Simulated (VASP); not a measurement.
# Be16CO in VASP: notebook

Be16CO is run at these levels: PBE; tasks: single point.

All numbers are computed with VASP 6.6.1; they aren't measurements. Logs are shortened: lines on timing, memory, paths and dates and some standing lists are left out, and cuts for length are marked.

## Step 1: The cell of the first run

The cell holds a slab with vacuum, 18 atoms: a = 4.525 Å, b = 4.525 Å, c = 23.476 Å, α = 90.00°, β = 90.00°, γ = 120.00°.

## Step 2: Single point, PBE

INCAR reads:

```
SYSTEM = Be16CO
PREC     = Accurate       ! precision mode
ENCUT    = 520            ! plane-wave cutoff, eV
EDIFF    = 1E-6           ! SCF threshold, eV
ISMEAR   = 0              ! smearing method
SIGMA    = 0.1            ! smearing width, eV
LREAL    = Auto         
LASPH    = .TRUE.         ! aspherical terms in the spheres
NELM     = 80             ! most SCF steps
ALGO     = Normal         ! electronic algorithm
ISIF     = 2              ! what is computed and relaxed
LWAVE    = .FALSE.        ! write WAVECAR
LCHARG   = .TRUE.         ! write CHGCAR
LDIPOL   = .TRUE.       
IDIPOL   = 3            
DIPOL    = 0.5 0.5 0.308
GGA      = PE             ! functional
LELF     = .TRUE.         ! ELF
LVHAR    = .TRUE.       
LVACPOTAV= .TRUE.       
NBANDS   = 36             ! bands
```

KPOINTS reads:

```
regular mesh
0
G
  6 6 1
  0 0 0
```

POSCAR reads:

```
Be16CO
1.0
    4.5254381410      0.0000000000      0.0000000000
   -2.2627190705      3.9191443934      0.0000000000
    0.0000000000      0.0000000000     23.4761687145
Be C O
16 1 1
Direct
    0.3333333333      0.1666666667      0.1703855535
    0.3333333333      0.6666666667      0.1703855535
    0.8333333333      0.1666666667      0.1703855535
    0.8333333333      0.6666666667      0.1703855535
    0.1666666667      0.3333333333      0.2463521558
    0.1666666667      0.8333333333      0.2463521558
    0.6666666667      0.3333333333      0.2463521558
    0.6666666667      0.8333333333      0.2463521558
    0.3333333333      0.1666666667      0.3241941575
    0.3333333333      0.6666666667      0.3241941575
    0.8333333333      0.1666666667      0.3241941575
    0.8333333333      0.6666666667      0.3241941575
    0.1666666667      0.3333333333      0.4036505628
    0.1666666667      0.8333333333      0.4036505628
    0.6666666667      0.3333333333      0.4036505628
    0.6666666667      0.8333333333      0.4036505628
    0.1666666667      0.3333333333      0.4828798452
    0.3146581520      0.1853418480      0.4828798452
```

Potentials or basis: VASP PAW PBE potentials, release 64 (Be, C, O).

Run with:

```bash
> cat potpaw_PBE.64/Be/POTCAR potpaw_PBE.64/C/POTCAR potpaw_PBE.64/O/POTCAR > POTCAR
> mpirun -np 1 vasp_std > vasp.out
```

OUTCAR:

```text
SYSTEM = Be16CO
   PREC = Accurate
   ENCUT = 520
   EDIFF = 1E-6
   ISMEAR = 0
   LREAL = Auto
   LASPH = .TRUE.
   NELM = 80
   ISIF = 2
   GGA = PE

 ion  position               nearest neighbor table
   1  0.333  0.167  0.170-   5 2.21   7 2.21   6 2.21   3 2.26   3 2.26   2 2.26   2 2.26   4 2.26
                             4 2.26
   2  0.333  0.667  0.170-   6 2.21   8 2.21   5 2.21   4 2.26   4 2.26   3 2.26   1 2.26   1 2.26
                             3 2.26
   3  0.833  0.167  0.170-   7 2.21   5 2.21   8 2.21   1 2.26   1 2.26   2 2.26   4 2.26   4 2.26
                             2 2.26
   4  0.833  0.667  0.170-   8 2.21   6 2.21   7 2.21   2 2.26   2 2.26   1 2.26   3 2.26   3 2.26
                             1 2.26
   5  0.167  0.333  0.246-   1 2.21   3 2.21   2 2.21   9 2.25  11 2.25  10 2.25   7 2.26   7 2.26
                             6 2.26   6 2.26   8 2.26   8 2.26
   6  0.167  0.833  0.246-   2 2.21   4 2.21   1 2.21  10 2.25  12 2.25   9 2.25   8 2.26   8 2.26
                             7 2.26   5 2.26   5 2.26   7 2.26
   7  0.667  0.333  0.246-   3 2.21   1 2.21   4 2.21  11 2.25   9 2.25  12 2.25   5 2.26   5 2.26
                             6 2.26   8 2.26   8 2.26   6 2.26
   8  0.667  0.833  0.246-   4 2.21   2 2.21   3 2.21  12 2.25  10 2.25  11 2.25   6 2.26   6 2.26
                             5 2.26   7 2.26   7 2.26   5 2.26
   9  0.333  0.167  0.324-   5 2.25   7 2.25   6 2.25  11 2.26  11 2.26  12 2.26  10 2.26  10 2.26
                            12 2.26  13 2.28  15 2.28  14 2.28
  10  0.333  0.667  0.324-   6 2.25   8 2.25   5 2.25  12 2.26  12 2.26   9 2.26   9 2.26  11 2.26
                            11 2.26  14 2.28  16 2.28  13 2.28
  11  0.833  0.167  0.324-   7 2.25   5 2.25   8 2.25   9 2.26   9 2.26  12 2.26  12 2.26  10 2.26
                            10 2.26  15 2.28  13 2.28  16 2.28
  12  0.833  0.667  0.324-   8 2.25   6 2.25   7 2.25  10 2.26  10 2.26  11 2.26  11 2.26   9 2.26
                             9 2.26  16 2.28  14 2.28  15 2.28
  13  0.167  0.333  0.404-  17 1.86  15 2.26  15 2.26  14 2.26  14 2.26  16 2.26  16 2.26   9 2.28
                            11 2.28  10 2.28
  14  0.167  0.833  0.404-  16 2.26  16 2.26  13 2.26  13 2.26  15 2.26  15 2.26  10 2.28  12 2.28
                             9 2.28
  15  0.667  0.333  0.404-  13 2.26  13 2.26  16 2.26  16 2.26  14 2.26  14 2.26  11 2.28   9 2.28
                            12 2.28
  16  0.667  0.833  0.404-  14 2.26  14 2.26  15 2.26  15 2.26  13 2.26  13 2.26  12 2.28  10 2.28
                            11 2.28
  17  0.167  0.333  0.483-  18 1.16  13 1.86
  18  0.315  0.185  0.483-  17 1.16

  LATTYP: Found a hexagonal cell.
 ALAT       =     4.5254381410
 C/A-ratio  =     5.1876012848

  Lattice vectors:

 A1 = (   4.5254381410,   0.0000000000,   0.0000000000)
 A2 = (  -2.2627190705,   3.9191443934,   0.0000000000)
 A3 = (   0.0000000000,   0.0000000000,  23.4761687145)

Analysis of symmetry for initial positions (statically):
=====================================================================
 Subroutine PRICEL returns:
 Original cell was already a primitive cell.

 Routine SETGRP: Setting up the symmetry group for a
 hexagonal supercell.

 Subroutine GETGRP returns: Found  2 space group operations
 (whereof  1 operations were pure point group operations)
 out of a pool of 24 trial point group operations.

The static configuration has the point symmetry C_1 .
 The point group associated with its full space group is C_1h.

Analysis of symmetry for dynamics (positions and initial velocities):
=====================================================================
 Subroutine PRICEL returns:
 Original cell was already a primitive cell.

 Routine SETGRP: Setting up the symmetry group for a
 hexagonal supercell.

 Subroutine GETGRP returns: Found  2 space group operations
 (whereof  1 operations were pure point group operations)
 out of a pool of 24 trial point group operations.

The dynamic configuration has the point symmetry C_1 .
 The point group associated with its full space group is C_1h.

 Subroutine INISYM returns: Found  2 space group operations
 (whereof  1 operations are pure point group operations),
 and found     1 'primitive' translations

----------------------------------------------------------------------------------------

                                     Primitive cell

  volume of cell :     416.3697

  direct lattice vectors                    reciprocal lattice vectors
     4.525438141  0.000000000  0.000000000     0.220973079  0.127578867  0.000000000
    -2.262719071  3.919144393  0.000000000     0.000000000  0.255157733  0.000000000
[... 66 lines left out ...]

 Subroutine IBZKPT returns following result:
 ===========================================

 Found     13 irreducible k-points:

 Following reciprocal coordinates:
            Coordinates               Weight
  0.000000  0.000000  0.000000      1.000000
  0.166667  0.000000  0.000000      4.000000
 -0.166667  0.166667  0.000000      2.000000
  0.333333  0.000000  0.000000      4.000000
 -0.333333  0.333333  0.000000      2.000000
  0.500000  0.000000  0.000000      2.000000
  0.500000  0.500000  0.000000      1.000000
  0.166667  0.166667  0.000000      2.000000
 -0.166667  0.333333  0.000000      4.000000
  0.333333  0.166667  0.000000      4.000000
 -0.166667  0.500000  0.000000      4.000000
  0.500000  0.333333  0.000000      4.000000
  0.333333  0.333333  0.000000      2.000000
   k-points           NKPTS =     13   k-points in BZ     NKDIM =     13   number of bands    NBANDS=     36
   number of dos      NEDOS =    301   number of ions     NIONS =     18
   total plane-waves  NPLWV = 233280
   dimension x,y,z NGX =    36 NGY =   36 NGZ =  180
   dimension x,y,z NGXF=    72 NGYF=   72 NGZF=  360
   ions per type =              16   1   1
   NGX,Y,Z   is equivalent  to a cutoff of  13.22, 13.22, 12.75 a.u.
   NGXF,Y,Z  is equivalent  to a cutoff of  26.45, 26.45, 25.49 a.u.
 SYSTEM =  Be16CO
   PREC   = accura    normal or accurate (medium, high low for compatibility)
   ISTART =      0    job   : 0-new  1-cont  2-samecut
   ICHARG =      2    charge: 1-file 2-atom 10-const
   ISPIN  =      1    spin polarized calculation?
   LNONCOLLINEAR =      F non collinear calculations
   LSORBIT =      F    spin-orbit coupling
   LASPH  =      T    aspherical Exc in radial PAW
   ENCUT  =  520.0 eV  38.22 Ry    6.18 a.u.   8.41  8.41 43.65*2*pi/ulx,y,z
   NELM   =     80;   NELMIN=  2; NELMDL= -5     # of ELM steps
   EDIFF  = 0.1E-05   stopping-criterion for ELM
   LREAL  =      T    real-space projection
   EDIFFG = 0.1E-04   stopping-criterion for IOM
   NSW    =      0    number of steps for IOM
   IBRION =     -1    ionic relax: 0-MD 1-quasi-New 2-CG
   NFREE  =      0    steps in history (QN), initial steepest desc. (CG)
   ISIF   =      2    stress and relaxation
   ISYM   =      2    0-nonsym 1-usesym 2-fastsym
   POTIM  = 0.5000    time-step for ionic-motion
   TEBEG  =    0.0;   TEEND  =   0.0 temperature during run
   PSTRESS=    0.0 pullay stress
   NELECT =      42.0000    total number of electrons
   NUPDOWN=      -1.0000    fix difference up-down
   EMIN   =  10.00;   EMAX   =-10.00  energy-range for DOS
   EFERMI =   0.00;   METHOD = LEGACY
   ISMEAR =     0;   SIGMA  =   0.10  broadening in eV -4-tet -1-fermi 0-gaus
   EFERMI_NEDOS =   21; number of points for ismear=-14 and -15
   IALGO  =     38    algorithm
   IMIX   =      4    mixing-type and parameters
     AMIX     =   0.40;   BMIX     =  1.00
     AMIX_MAG =   1.60;   BMIX_MAG =  1.00
  volume/ion in A,a.u.               =      23.13       156.10
  Fermi-wavevector in a.u.,A,eV,Ry     =   0.762076  1.440115  7.901715  0.580760
  Thomas-Fermi vector in A             =   1.861457
   LORBIT       =      0    0 simple, 1 ext, 2 COOP (PROOUT), +10 PAW based schemes
   GGA     = PE    functional components
   LHFCALC =     F    Hartree Fock is set to
   AEXX    =    0.0000 exact exchange contribution
   IVDW    =     0    specifies the selected vdW correction
   LEPSILON=     F    determine dielectric tensor
   LRPA    =     F    only Hartree local field effects (RPA)
 non-spin polarized calculation
 Gauss-broadening in eV      SIGMA  =   0.10
  energy-cutoff  :      520.00
  volume of cell :      416.37
 maximum number of plane-waves:     11313
 NGX is ok and might be reduce to    36
   NGX = 17   NGY = 17   NGZ = 87

 dipolmoment           0.000000      0.000000      0.119657 electrons x Angstroem

 number of electron      41.9999997 magnetization

 dipolmoment           0.000000      0.000000     -0.059379 electrons x Angstroem

 Free energy of the ion-electron system (eV)
  ---------------------------------------------------
  ext. energy  EPLUGINS =         0.00000000
  ---------------------------------------------------
  free energy    TOTEN  =       -69.31808511 eV

  energy without entropy =      -69.28659659  energy(sigma->0) =      -69.30234085

 E-fermi :  -1.0383     XC(G=0):  -4.5715

 val. band max:       -1.0609479507   @ k =   0.5000   0.0000   0.0000
 cond. band min:      -1.0145210178   @ k =  -0.1667   0.3333   0.0000
 fundamental gap:      0.0464269329
 Fermi energy:        -1.0382698812

 k-point     1 :       0.0000    0.0000    0.0000
  band No.  band energies     occupation
      1     -26.0135      2.00000
      2     -11.2024      2.00000
      3     -11.1661      2.00000
      4     -10.3112      2.00000
      5      -9.2782      2.00000
      6      -8.6014      2.00000
[... 457 lines left out ...]
     32       4.4563      0.00000
     33       4.9783      0.00000
 [bands above 33 left out]

------------------------ aborting loop because EDIFF is reached ----------------------------------------

  FORCE on cell =-STRESS in cart. coord.  units (eV):
  Direction    XX          YY          ZZ          XY          YZ          ZX
  --------------------------------------------------------------------------------------
  -------------------------------------------------------------------------------------
  Total       -1.4641319     -3.5483037      3.6221001     -1.8049457      0.0813965     -0.1409826
  in kB       -5.6339330    -13.6537594     13.9377255     -6.9453734      0.3132110     -0.5424964
  external PRESSURE =      -1.7833223 kB  Pullay stress =       0.0000000 kB

 VOLUME and BASIS-vectors are now :
 -----------------------------------------------------------------------------
  energy-cutoff  :      520.00
  volume of cell :      416.37
      direct lattice vectors                 reciprocal lattice vectors
     4.525438141  0.000000000  0.000000000     0.220973079  0.127578867  0.000000000
    -2.262719071  3.919144393  0.000000000     0.000000000  0.255157733  0.000000000
     0.000000000  0.000000000 23.476168715     0.000000000  0.000000000  0.042596388

 POSITION                                       TOTAL-FORCE (eV/Angst)
 -----------------------------------------------------------------------------------
      1.13136      0.65319      4.00000        -0.055919      0.032285     -0.075914
     -0.00000      2.61276      4.00000        -0.019364     -0.068261     -0.175478
      3.39408      0.65319      4.00000         0.049434      0.050900     -0.175478
      2.26272      2.61276      4.00000        -0.007814      0.004512     -0.139656
      0.00000      1.30638      5.78340        -0.013787      0.007960      0.484903
     -1.13136      3.26595      5.78340        -0.011780     -0.079817      0.258506
[... 10 lines left out ...]
      0.00000      1.30638     11.33617        -2.592796      1.496952      1.329757
      1.00459      0.72638     11.33617         2.501068     -1.443992      1.214150
 -----------------------------------------------------------------------------------
    total drift:                                0.000468     -0.000270     -0.004511

  FREE ENERGIE OF THE ION-ELECTRON SYSTEM (eV)
  ---------------------------------------------------
  free  energy   TOTEN  =       -69.3180851145 eV

  energy  without entropy=      -69.2865965929  energy(sigma->0) =      -69.30234085

 vacuum level on the upper side and lower side of the slab         3.612         4.218
```

It took 7.1 min on 1 thread of Intel Xeon Platinum 8488C (Sapphire Rapids), shared host; peak memory 0.56 GiB.

What came out:

- Free energy: -69.3181 eV
- Largest force: 3.276 eV/Å
- Band gap on the k mesh: zero (band 21 reaches -0.69 eV, above the bottom of band 22 at -1.75 eV)

Forces in eV/Å, atoms in the order of the input:
```
Be  -0.056  0.032 -0.076
Be  -0.019 -0.068 -0.175
Be   0.049  0.051 -0.175
Be  -0.008  0.005 -0.140
Be  -0.014  0.008  0.485
Be  -0.012 -0.080  0.259
Be   0.063  0.050  0.259
Be   0.034 -0.020  0.121
Be   0.123 -0.071  0.407
Be  -0.026  0.166 -0.080
Be  -0.157 -0.061 -0.080
Be   0.001  0.000 -0.222
Be  -0.639  0.369 -0.836
Be   0.177 -0.619 -0.738
Be   0.624  0.157 -0.738
Be  -0.048  0.028 -0.813
C   -2.593  1.497  1.330
O    2.501 -1.444  1.214
```

Levels at points of the mesh, in eV from the Fermi level:
```
           k point  band 17  band 18  band 19  band 20  band 21  band 22  band 23  band 24  band 25  band 26
(0.00, 0.00, 0.00)    -2.01    -1.94    -1.80    -1.79    -1.79    -0.71     0.96     1.50     2.81     2.84
(0.50, 0.00, 0.00)    -1.44    -1.42    -0.97    -0.02     0.35     0.58     1.12     2.03     2.20     3.12
(0.50, 0.50, 0.00)    -1.45    -1.44    -1.01    -0.05     0.33     0.66     1.08     2.11     2.42     3.12
```

(Continued in part 2 of 3.)
